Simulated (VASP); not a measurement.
# RbCl (Fm-3m) in VASP: a series of runs, part 2 of 2

VASP 6.6.1.

**3. Single point, PBE**

INCAR

```
SYSTEM = RbCl
  ALGO = Normal
  EDIFF = 1E-6
  ENCUT = 500
  GGA = PE
  GGA_COMPAT = .FALSE.
  ISIF = 2
  ISMEAR = -4
  LASPH = .TRUE.
  LCHARG = .FALSE.
  LREAL = .FALSE.
  LWAVE = .FALSE.
  NBANDS = 15
  NELM = 120
  PREC = Accurate
  SIGMA = 0.1
```

KPOINTS

```
k-points
0
G
  4 4 4
  0 0 0
```

POSCAR

```
RbCl
1.0
    0.0000000000      3.3087073290      3.3087073290
    3.3087073290      0.0000000000      3.3087073290
    3.3087073290      3.3087073290      0.0000000000
Rb Cl
1 1
Direct
    0.0000000000      0.0000000000      0.0000000000
    0.5000000000      0.5000000000      0.5000000000
```

Potentials or basis: VASP PAW PBE potentials, release 64 (Rb_sv, Cl).

Run with:

```bash
> cat potpaw_PBE.64/Rb_sv/POTCAR potpaw_PBE.64/Cl/POTCAR > POTCAR
> mpirun -np 1 vasp_std > vasp.out
```

OUTCAR:

```text
SYSTEM = RbCl
   EDIFF = 1E-6
   ENCUT = 500
   GGA = PE
   ISIF = 2
   ISMEAR = -4
   LASPH = .TRUE.
   LREAL = .FALSE.
   NELM = 120
   PREC = Accurate

 ion  position               nearest neighbor table
   1  0.000  0.000  0.000-   2 3.31   2 3.31   2 3.31   2 3.31   2 3.31   2 3.31
   2  0.500  0.500  0.500-   1 3.31   1 3.31   1 3.31   1 3.31   1 3.31   1 3.31

  LATTYP: Found a face centered cubic cell.
 ALAT       =     6.6174146580

  Lattice vectors:

 A1 = (   0.0000000000,   3.3087073290,   3.3087073290)
 A2 = (   3.3087073290,   0.0000000000,   3.3087073290)
 A3 = (   3.3087073290,   3.3087073290,   0.0000000000)

Analysis of symmetry for initial positions (statically):
=====================================================================
 Subroutine PRICEL returns:
 Original cell was already a primitive cell.

 Routine SETGRP: Setting up the symmetry group for a
 face centered cubic supercell.

 Subroutine GETGRP returns: Found 48 space group operations
 (whereof 48 operations were pure point group operations)
 out of a pool of 48 trial point group operations.

The static configuration has the point symmetry O_h .

Analysis of symmetry for dynamics (positions and initial velocities):
=====================================================================
 Subroutine PRICEL returns:
 Original cell was already a primitive cell.

 Routine SETGRP: Setting up the symmetry group for a
 face centered cubic supercell.

 Subroutine GETGRP returns: Found 48 space group operations
 (whereof 48 operations were pure point group operations)
 out of a pool of 48 trial point group operations.

The dynamic configuration has the point symmetry O_h .

 Subroutine INISYM returns: Found 48 space group operations
 (whereof 48 operations are pure point group operations),
 and found     1 'primitive' translations

----------------------------------------------------------------------------------------

                                     Primitive cell

  volume of cell :      72.4444

  direct lattice vectors                    reciprocal lattice vectors
     0.000000000  3.308707329  3.308707329    -0.151116418  0.151116418  0.151116418
     3.308707329  0.000000000  3.308707329     0.151116418 -0.151116418  0.151116418
     3.308707329  3.308707329  0.000000000     0.151116418  0.151116418 -0.151116418

  length of vectors
     4.679218779  4.679218779  4.679218779     0.261741314  0.261741314  0.261741314

  position of ions in fractional coordinates (direct lattice)
     0.000000000  0.000000000  0.000000000
     0.500000000  0.500000000  0.500000000

  ion indices of the primitive-cell ions
   primitive index   ion index
                 1           1
                 2           2

----------------------------------------------------------------------------------------

 KPOINTS: k-points

Automatic generation of k-mesh.
 Grid dimensions read from file:
 generate k-points for:    4    4    4

 Generating k-lattice:

[... 25 lines left out ...]
 -0.250000  0.250000  0.000000     12.000000
  0.500000  0.500000  0.000000      3.000000
 -0.250000  0.500000  0.250000      6.000000
   k-points           NKPTS =      8   k-points in BZ     NKDIM =      8   number of bands    NBANDS=     15
   number of dos      NEDOS =    301   number of ions     NIONS =      2
   total plane-waves  NPLWV =  46656
   dimension x,y,z NGX =    36 NGY =   36 NGZ =   36
   dimension x,y,z NGXF=    72 NGYF=   72 NGZF=   72
   ions per type =               1   1
   NGX,Y,Z   is equivalent  to a cutoff of  12.79, 12.79, 12.79 a.u.
   NGXF,Y,Z  is equivalent  to a cutoff of  25.58, 25.58, 25.58 a.u.
 SYSTEM =  RbCl
   PREC   = accura    normal or accurate (medium, high low for compatibility)
   ISTART =      0    job   : 0-new  1-cont  2-samecut
   ICHARG =      2    charge: 1-file 2-atom 10-const
   ISPIN  =      1    spin polarized calculation?
   LNONCOLLINEAR =      F non collinear calculations
   LSORBIT =      F    spin-orbit coupling
   LASPH  =      T    aspherical Exc in radial PAW
   ENCUT  =  500.0 eV  36.75 Ry    6.06 a.u.   8.53  8.53  8.53*2*pi/ulx,y,z
   NELM   =    120;   NELMIN=  2; NELMDL= -5     # of ELM steps
   EDIFF  = 0.1E-05   stopping-criterion for ELM
   LREAL  =      F    real-space projection
   EDIFFG = 0.1E-04   stopping-criterion for IOM
   NSW    =      0    number of steps for IOM
   IBRION =     -1    ionic relax: 0-MD 1-quasi-New 2-CG
   NFREE  =      0    steps in history (QN), initial steepest desc. (CG)
   ISIF   =      2    stress and relaxation
   ISYM   =      2    0-nonsym 1-usesym 2-fastsym
   POTIM  = 0.5000    time-step for ionic-motion
   TEBEG  =    0.0;   TEEND  =   0.0 temperature during run
   PSTRESS=    0.0 pullay stress
   NELECT =      16.0000    total number of electrons
   NUPDOWN=      -1.0000    fix difference up-down
   EMIN   =  10.00;   EMAX   =-10.00  energy-range for DOS
   EFERMI =   0.00;   METHOD = LEGACY
   ISMEAR =    -4;   SIGMA  =   0.10  broadening in eV -4-tet -1-fermi 0-gaus
   EFERMI_NEDOS =   21; number of points for ismear=-14 and -15
   IALGO  =     38    algorithm
   IMIX   =      4    mixing-type and parameters
     AMIX     =   0.40;   BMIX     =  1.00
     AMIX_MAG =   1.60;   BMIX_MAG =  1.00
  volume/ion in A,a.u.               =      36.22       244.44
  Fermi-wavevector in a.u.,A,eV,Ry     =   0.989570  1.870016 13.323486  0.979249
  Thomas-Fermi vector in A             =   2.121178
   LORBIT       =      0    0 simple, 1 ext, 2 COOP (PROOUT), +10 PAW based schemes
   GGA     = PE    functional components
   LHFCALC =     F    Hartree Fock is set to
   AEXX    =    0.0000 exact exchange contribution
   IVDW    =     0    specifies the selected vdW correction
   LEPSILON=     F    determine dielectric tensor
   LRPA    =     F    only Hartree local field effects (RPA)
 non-spin polarized calculation
 Fermi weights with tetrahedron method witout Bloechl corrections
  energy-cutoff  :      500.00
  volume of cell :       72.44
 maximum number of plane-waves:      1856
 NGX is ok and might be reduce to    36
   NGX = 17   NGY = 17   NGZ = 17

 number of electron      16.0000002 magnetization

 Free energy of the ion-electron system (eV)
  ---------------------------------------------------
  ext. energy  EPLUGINS =         0.00000000
  ---------------------------------------------------
  free energy    TOTEN  =        -6.67051232 eV

  energy without entropy =       -6.67051232  energy(sigma->0) =       -6.67051232

 E-fermi :  -1.8688     XC(G=0):  -7.2859

 val. band max:       -1.9384767467   @ k =   0.0000   0.0000   0.0000
 cond. band min:       3.0068930177   @ k =   0.0000   0.0000   0.0000
 fundamental gap:      4.9453697645
 Fermi energy:        -1.8687803934

 k-point     1 :       0.0000    0.0000    0.0000
  band No.  band energies     occupation
      1     -25.9005      2.00000
      2     -13.9221      2.00000
      3      -9.9494      2.00000
      4      -9.9494      2.00000
      5      -9.9494      2.00000
      6      -1.9385      2.00000
      7      -1.9385      2.00000
      8      -1.9385      2.00000
      9       3.0069      0.00000
     10       6.0438      0.00000
     11       6.0438      0.00000
     12       6.0438      0.00000
     13       7.0165      0.00000
     14       7.0165      0.00000
[... 113 lines left out ...]
      2     -13.9060      2.00000
      3     -10.1178      2.00000
      4     -10.1178      2.00000
      5      -9.9394      2.00000
      6      -2.3651      2.00000
      7      -2.1774      2.00000
      8      -2.1774      2.00000
      9       5.7103      0.00000
     10       5.7103      0.00000
     11       7.3331      0.00000
     12       7.3470      0.00000
     13       9.4960      0.00000
     14       9.7493      0.00000
     15      10.2618      0.00000

------------------------ aborting loop because EDIFF is reached ----------------------------------------

  FORCE on cell =-STRESS in cart. coord.  units (eV):
  Direction    XX          YY          ZZ          XY          YZ          ZX
  --------------------------------------------------------------------------------------
  -------------------------------------------------------------------------------------
  Total        0.2571222      0.2571222      0.2571222      0.0000000      0.0000000      0.0000000
  in kB        5.6865018      5.6865018      5.6865018      0.0000000      0.0000000      0.0000000
  external PRESSURE =       5.6865018 kB  Pullay stress =       0.0000000 kB

 VOLUME and BASIS-vectors are now :
 -----------------------------------------------------------------------------
  energy-cutoff  :      500.00
  volume of cell :       72.44
      direct lattice vectors                 reciprocal lattice vectors
     0.000000000  3.308707329  3.308707329    -0.151116418  0.151116418  0.151116418
     3.308707329  0.000000000  3.308707329     0.151116418 -0.151116418  0.151116418
     3.308707329  3.308707329  0.000000000     0.151116418  0.151116418 -0.151116418

 POSITION                                       TOTAL-FORCE (eV/Angst)
 -----------------------------------------------------------------------------------
      0.00000      0.00000      0.00000         0.000000      0.000000      0.000000
      3.30871      3.30871      3.30871        -0.000000     -0.000000     -0.000000
 -----------------------------------------------------------------------------------
    total drift:                                0.000000      0.000000      0.000000

  FREE ENERGIE OF THE ION-ELECTRON SYSTEM (eV)
  ---------------------------------------------------
  free  energy   TOTEN  =        -6.6705123213 eV

  energy  without entropy=       -6.6705123213  energy(sigma->0) =       -6.67051232
```

OSZICAR:

```text
N       E                     dE             d eps       ncg     rms          rms(c)
DAV:   1     0.834545051090E+02    0.83455E+02   -0.68526E+03   240   0.901E+02
DAV:   2    -0.983908445001E+00   -0.84438E+02   -0.76321E+02   326   0.165E+02
DAV:   3    -0.689790988141E+01   -0.59140E+01   -0.58895E+01   317   0.455E+01
DAV:   4    -0.703690204334E+01   -0.13899E+00   -0.13897E+00   365   0.721E+00
DAV:   5    -0.703816763758E+01   -0.12656E-02   -0.12655E-02   339   0.648E-01    0.311E+00
DAV:   6    -0.667722939132E+01    0.36094E+00   -0.50922E-01   303   0.344E+00    0.236E+00
DAV:   7    -0.665468933985E+01    0.22540E-01   -0.13116E-01   310   0.185E+00    0.143E+00
DAV:   8    -0.666883175561E+01   -0.14142E-01   -0.16967E-02   316   0.813E-01    0.181E-01
DAV:   9    -0.666983291456E+01   -0.10012E-02   -0.16957E-03   324   0.210E-01    0.104E-01
DAV:  10    -0.667049058938E+01   -0.65767E-03   -0.58942E-04   254   0.151E-01    0.171E-02
DAV:  11    -0.667050481214E+01   -0.14223E-04   -0.28735E-05   310   0.323E-02    0.962E-03
DAV:  12    -0.667051224031E+01   -0.74282E-05   -0.14146E-05   261   0.230E-02    0.293E-03
DAV:  13    -0.667051232130E+01   -0.80988E-07   -0.18765E-07   274   0.310E-03
   1 F= -.66705123E+01 E0= -.66705123E+01  d E =0.000000E+00
```

stdout:

```text
POSCAR found type information on POSCAR RbCl
 POSCAR found :  2 types and       2 ions
 scaLAPACK will be used
 LDA part: xc-table for (Slater+PW92), standard interpolation
 POSCAR, INCAR and KPOINTS ok, starting setup
 FFT: planning ... GRIDC
 FFT: planning ... GRID_SOFT
 FFT: planning ... GRID
 WAVECAR not read
 entering main loop
```

Wall time 8.3 s (1 thread of Intel Xeon Platinum 8559C (Emerald Rapids), shared host); peak memory 0.19 GiB.

Results:

* Free energy: -6.6705 eV
* Pressure: 0.6 GPa
* Band gap on the k mesh: 4.95 eV, direct

Levels at points of the mesh, in eV from the valence-band top:
```tsv
k point	band 4	band 5	band 6	band 7	band 8	band 9	band 10	band 11	band 12	band 13
(0.00, 0.00, 0.00)	-8.01	-8.01	0.00	0.00	0.00	4.95	7.98	7.98	7.98	8.96
(0.50, 0.00, 0.00)	-8.02	-7.99	-0.84	-0.32	-0.32	7.69	7.91	10.09	10.09	11.31
(0.50, 0.50, 0.00)	-8.11	-8.11	-0.32	-0.10	-0.10	6.22	7.99	9.62	10.03	10.32
```
